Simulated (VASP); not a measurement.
# BaOs3 (Pm-3m) in VASP: notebook

BaOs3 is run at these levels: PBE; tasks: single point, relaxation of cell and atoms.

Program: VASP 6.6.1. These are calculated values, not measurements. Logs are shortened: lines on timing, memory, paths and dates and some standing lists are left out, and cuts for length are marked.

**1. The cell of the first run**

The structure is cubic, space group Pm-3m (No. 221). The conventional cell has a = 4.186 Å, b = 4.186 Å, c = 4.186 Å, α = 90.00°, β = 90.00°, γ = 90.00°. Ba (site symmetry m-3m) has 12 Os at 2.96 Å within 3.9 Å. Within 3.9 Å of Os (site symmetry 4/mmm) lie 4 Ba at 2.96 Å and 8 Os at 2.96 Å.

**2. Single point, PBE**

Input file INCAR:

```
SYSTEM = BaOs3
ALGO     = Fast           ! electronic algorithm
EDIFF    = 1E-6           ! SCF threshold, eV
ENCUT    = 520            ! plane-wave cutoff, eV
GGA      = PE             ! functional
ISIF     = 2              ! what is computed and relaxed
ISMEAR   = 0              ! smearing method
LASPH    = .True.         ! aspherical terms in the spheres
LCHARG   = .False.        ! write CHGCAR
LREAL    = .False.        ! projectors in reciprocal space
LWAVE    = .False.        ! write WAVECAR
NBANDS   = 25             ! bands
NELM     = 100            ! most SCF steps
PREC     = Accurate       ! precision mode
SIGMA    = 0.1            ! smearing width, eV
```

Input file KPOINTS:

```
k-points
0
Gamma
  12 12 12
  0 0 0
```

Input file POSCAR:

```
BaOs3
1.0
    4.1862386203      0.0000000000      0.0000000000
    0.0000000000      4.1862386203      0.0000000000
    0.0000000000      0.0000000000      4.1862386203
Ba Os
1 3
Direct
    0.0000000000      0.0000000000      0.0000000000
    0.0000000000      0.5000000000      0.5000000000
    0.5000000000      0.0000000000      0.5000000000
    0.5000000000      0.5000000000      0.0000000000
```

Potentials or basis: VASP PAW PBE potentials, release 64 (Ba_sv, Os).

Started as:

```bash
cat potpaw_PBE.64/Ba_sv/POTCAR potpaw_PBE.64/Os/POTCAR > POTCAR
mpirun -np 1 vasp_std > vasp.out
```

OUTCAR:

```text
SYSTEM = BaOs3
   EDIFF = 1E-6
   ENCUT = 520
   GGA = PE
   ISIF = 2
   ISMEAR = 0
   LASPH = .True.
   LREAL = .False.
   NELM = 100
   PREC = Accurate

 ion  position               nearest neighbor table
   1  0.000  0.000  0.000-   2 2.96   3 2.96   4 2.96   2 2.96   3 2.96   2 2.96   4 2.96   2 2.96
                             3 2.96   4 2.96   3 2.96   4 2.96
   2  0.000  0.500  0.500-   1 2.96   3 2.96   4 2.96   1 2.96   4 2.96   1 2.96   3 2.96   1 2.96
                             3 2.96   4 2.96   4 2.96   3 2.96
   3  0.500  0.000  0.500-   1 2.96   2 2.96   4 2.96   1 2.96   4 2.96   2 2.96   4 2.96   4 2.96
                             1 2.96   2 2.96   1 2.96   2 2.96
   4  0.500  0.500  0.000-   1 2.96   2 2.96   3 2.96   2 2.96   3 2.96   1 2.96   3 2.96   3 2.96
                             1 2.96   2 2.96   2 2.96   1 2.96

  LATTYP: Found a simple cubic cell.
 ALAT       =     4.1862386203

  Lattice vectors:

 A1 = (   4.1862386203,   0.0000000000,   0.0000000000)
 A2 = (   0.0000000000,   4.1862386203,   0.0000000000)
 A3 = (   0.0000000000,   0.0000000000,   4.1862386203)

Analysis of symmetry for initial positions (statically):
=====================================================================
 Subroutine PRICEL returns:
 Original cell was already a primitive cell.

 Routine SETGRP: Setting up the symmetry group for a
 simple cubic supercell.

 Subroutine GETGRP returns: Found 48 space group operations
 (whereof 48 operations were pure point group operations)
 out of a pool of 48 trial point group operations.

The static configuration has the point symmetry O_h .

Analysis of symmetry for dynamics (positions and initial velocities):
=====================================================================
 Subroutine PRICEL returns:
 Original cell was already a primitive cell.

 Routine SETGRP: Setting up the symmetry group for a
 simple cubic supercell.

 Subroutine GETGRP returns: Found 48 space group operations
 (whereof 48 operations were pure point group operations)
 out of a pool of 48 trial point group operations.

The dynamic configuration has the point symmetry O_h .

 Subroutine INISYM returns: Found 48 space group operations
 (whereof 48 operations are pure point group operations),
 and found     1 'primitive' translations

----------------------------------------------------------------------------------------

                                     Primitive cell
[... 90 lines left out ...]
   LNONCOLLINEAR =      F non collinear calculations
   LSORBIT =      F    spin-orbit coupling
   LASPH  =      T    aspherical Exc in radial PAW
   ENCUT  =  520.0 eV  38.22 Ry    6.18 a.u.   7.78  7.78  7.78*2*pi/ulx,y,z
   NELM   =    100;   NELMIN=  2; NELMDL= -5     # of ELM steps
   EDIFF  = 0.1E-05   stopping-criterion for ELM
   LREAL  =      F    real-space projection
   EDIFFG = 0.1E-04   stopping-criterion for IOM
   NSW    =      0    number of steps for IOM
   IBRION =     -1    ionic relax: 0-MD 1-quasi-New 2-CG
   NFREE  =      0    steps in history (QN), initial steepest desc. (CG)
   ISIF   =      2    stress and relaxation
   ISYM   =      2    0-nonsym 1-usesym 2-fastsym
   POTIM  = 0.5000    time-step for ionic-motion
   TEBEG  =    0.0;   TEEND  =   0.0 temperature during run
   PSTRESS=    0.0 pullay stress
   NELECT =      34.0000    total number of electrons
   NUPDOWN=      -1.0000    fix difference up-down
   EMIN   =  10.00;   EMAX   =-10.00  energy-range for DOS
   EFERMI =   0.00;   METHOD = LEGACY
   ISMEAR =     0;   SIGMA  =   0.10  broadening in eV -4-tet -1-fermi 0-gaus
   EFERMI_NEDOS =   21; number of points for ismear=-14 and -15
   IALGO  =     68    algorithm
   IMIX   =      4    mixing-type and parameters
     AMIX     =   0.40;   BMIX     =  1.00
     AMIX_MAG =   1.60;   BMIX_MAG =  1.00
  volume/ion in A,a.u.               =      18.34       123.77
  Fermi-wavevector in a.u.,A,eV,Ry     =   1.266904  2.394102 21.837985  1.605047
  Thomas-Fermi vector in A             =   2.400080
   LORBIT       =      0    0 simple, 1 ext, 2 COOP (PROOUT), +10 PAW based schemes
   GGA     = PE    functional components
   LHFCALC =     F    Hartree Fock is set to
   AEXX    =    0.0000 exact exchange contribution
   IVDW    =     0    specifies the selected vdW correction
   LEPSILON=     F    determine dielectric tensor
   LRPA    =     F    only Hartree local field effects (RPA)
 non-spin polarized calculation
 RMM-DIIS sequential band-by-band and
 Gauss-broadening in eV      SIGMA  =   0.10
  energy-cutoff  :      520.00
  volume of cell :       73.36
 maximum number of plane-waves:      2008
 NGX is ok and might be reduce to    32
   NGX = 15   NGY = 15   NGZ = 15

 number of electron      34.0000004 magnetization

 Free energy of the ion-electron system (eV)
  ---------------------------------------------------
  ext. energy  EPLUGINS =         0.00000000
  ---------------------------------------------------
  free energy    TOTEN  =       -28.13869464 eV

  energy without entropy =      -28.09294887  energy(sigma->0) =      -28.11582175

 E-fermi :   6.0021     XC(G=0): -12.4916

 val. band max:        5.9997559090   @ k =   0.5000   0.3333   0.2500
 cond. band min:       6.0031636121   @ k =   0.4167   0.4167   0.1667
 fundamental gap:      0.0034077031
 Fermi energy:         6.0020574099

 k-point     1 :       0.0000    0.0000    0.0000
  band No.  band energies     occupation
      1     -19.8041      2.00000
      2      -5.2642      2.00000
      3      -5.2642      2.00000
      4      -5.2642      2.00000
      5      -0.9572      2.00000
      6       1.1718      2.00000
[... 661 lines left out ...]
     24      11.1486      0.00000
     25      11.9323      0.00000

 [... further k-points ...]
[... 5 lines left out ...]
  --------------------------------------------------------------------------------------
  -------------------------------------------------------------------------------------
  Total        2.0357019      2.0357019      2.0357019     -0.0000000     -0.0000000      0.0000000
  in kB       44.4582969     44.4582969     44.4582969     -0.0000000     -0.0000000      0.0000000
  external PRESSURE =      44.4582969 kB  Pullay stress =       0.0000000 kB

 VOLUME and BASIS-vectors are now :
 -----------------------------------------------------------------------------
  energy-cutoff  :      520.00
  volume of cell :       73.36
      direct lattice vectors                 reciprocal lattice vectors
     4.186238620  0.000000000  0.000000000     0.238877926  0.000000000  0.000000000
     0.000000000  4.186238620  0.000000000     0.000000000  0.238877926  0.000000000
     0.000000000  0.000000000  4.186238620     0.000000000  0.000000000  0.238877926

 POSITION                                       TOTAL-FORCE (eV/Angst)
 -----------------------------------------------------------------------------------
      0.00000      0.00000      0.00000         0.000000      0.000000      0.000000
      0.00000      2.09312      2.09312         0.000000      0.000000      0.000000
      2.09312      0.00000      2.09312         0.000000      0.000000      0.000000
      2.09312      2.09312      0.00000         0.000000      0.000000      0.000000
 -----------------------------------------------------------------------------------
    total drift:                                0.000000     -0.000000     -0.000000

  FREE ENERGIE OF THE ION-ELECTRON SYSTEM (eV)
  ---------------------------------------------------
  free  energy   TOTEN  =       -28.1386946353 eV

  energy  without entropy=      -28.0929488667  energy(sigma->0) =      -28.11582175
```

stdout:

```text
POSCAR found type information on POSCAR BaOs
 POSCAR found :  2 types and       4 ions
 scaLAPACK will be used
 LDA part: xc-table for (Slater+PW92), standard interpolation
 POSCAR, INCAR and KPOINTS ok, starting setup
 FFT: planning ... GRIDC
 FFT: planning ... GRID_SOFT
 FFT: planning ... GRID
 WAVECAR not read
 entering main loop
```

Wall time 3.2 min (1 thread of Oxide Virtual Turin-like, shared host); peak memory 0.25 GiB.

What came out:

| Property | Result |
| --- | --- |
| Free energy | -28.1387 eV |
| Pressure | 4.4 GPa |
| Band gap on the k mesh | zero (band 17 reaches 7.87 eV, above the bottom of band 18 at 5.77 eV) |

Caveat: spin-orbit coupling is left out, which moves the levels of the heavy elements.

**3. Relaxation of cell and atoms, PBE**

This run uses another cell than the first one, of 18.40 Å³/atom, 1.003 times its volume.

Input file INCAR:

```
PREC = Accurate
ENCUT = 600
EDIFF = 1E-6
ISMEAR = 0
SIGMA = 0.1
LREAL = F
LASPH = T
NELM = 80
ALGO = Fast
ISIF = 3
LWAVE = F
LCHARG = F
GGA = PE
IBRION = 2
NSW = 100
EDIFFG = -0.01
```

Input file KPOINTS:

```
Automatic mesh
0
Gamma
  12 12 12
```

Input file POSCAR:

```
BaOs3
1.0
    4.1909147000      0.0000000000      0.0000000000
    0.0000000000      4.1909147000      0.0000000000
    0.0000000000      0.0000000000      4.1909147000
Ba Os
1 3
Direct
    0.0000000000      0.0000000000      0.0000000000
    0.0000000000      0.5000000000      0.5000000000
    0.5000000000      0.0000000000      0.5000000000
    0.5000000000      0.5000000000      0.0000000000
```

Potentials or basis: VASP PAW PBE potentials, release 64 (Ba_sv, Os).

Started as:

```bash
cat potpaw_PBE.64/Ba_sv/POTCAR potpaw_PBE.64/Os/POTCAR > POTCAR
mpirun -np 1 vasp_std > vasp.out
```

Run time: 15 min. Hardware: 1 thread of Oxide Virtual Turin-like, shared host; peak memory 0.3 GiB.

The run converged. Its results:

| Quantity | Value |
| --- | --- |
| Free energy | -28.1705 eV |
| Relaxed volume | 18.90 Å³/atom |
| Relaxed cell | a = 4.228 Å, b = 4.228 Å, c = 4.228 Å, α = 90.00°, β = 90.00°, γ = 90.00° |
| Space group after relaxing (to 0.05 Å) | Pm-3m (No. 221) |
| Energy gained by relaxing | 6.0 meV/atom |
| Ionic steps | 3 |
| Pressure after relaxing | 0.0 GPa |
| Band gap on the k mesh | zero (band 17 reaches 7.47 eV, above the bottom of band 18 at 5.43 eV) |

The path:
| step | energy change (eV) | largest force (eV/Å) | pressure (GPa) | volume (Å³) |
| --- | --- | --- | --- | --- |
| 1 | 0.0000 | 0.0000 | 3.97 | 73.61 |
| 2 | 0.0243 | 0.0000 | -4.95 | 78.58 |
| 3 | -0.0239 | 0.0000 | -0.01 | 75.60 |

Final structure:
```cif
data_structure
_symmetry_space_group_name_H-M 'P 1'
_symmetry_Int_Tables_number 1
_cell_length_a 4.2284
_cell_length_b 4.2284
_cell_length_c 4.2284
_cell_angle_alpha 90.000
_cell_angle_beta 90.000
_cell_angle_gamma 90.000
_cell_volume 75.60
loop_
_atom_site_label
_atom_site_type_symbol
_atom_site_fract_x
_atom_site_fract_y
_atom_site_fract_z
_atom_site_occupancy
Ba1 Ba 0.00000 0.00000 0.00000 1
Os1 Os 0.00000 0.50000 0.50000 1
Os2 Os 0.50000 0.00000 0.50000 1
Os3 Os 0.50000 0.50000 0.00000 1
```

Levels at points of the mesh, in eV from the Fermi level:
| k point | band 13 | band 14 | band 15 | band 16 | band 17 | band 18 | band 19 | band 20 | band 21 |
| --- | --- | --- | --- | --- | --- | --- | --- | --- | --- |
| (0.00, 0.00, 0.00) | -0.97 | -0.97 | 0.72 | 0.72 | 1.80 | 2.26 | 2.26 | 2.26 | 4.21 |
| (0.50, 0.00, 0.00) | -1.45 | -1.45 | -0.75 | -0.43 | 0.06 | 0.19 | 0.19 | 0.96 | 2.27 |
| (0.50, 0.50, 0.00) | -1.13 | -1.13 | -0.71 | -0.23 | -0.13 | -0.13 | 0.09 | 0.19 | 0.27 |
| (0.50, 0.50, 0.50) | -1.10 | -1.10 | -0.40 | -0.40 | -0.05 | 1.83 | 1.83 | 1.83 | 4.38 |

Caveat: spin-orbit coupling is left out, which moves the levels of the heavy elements.
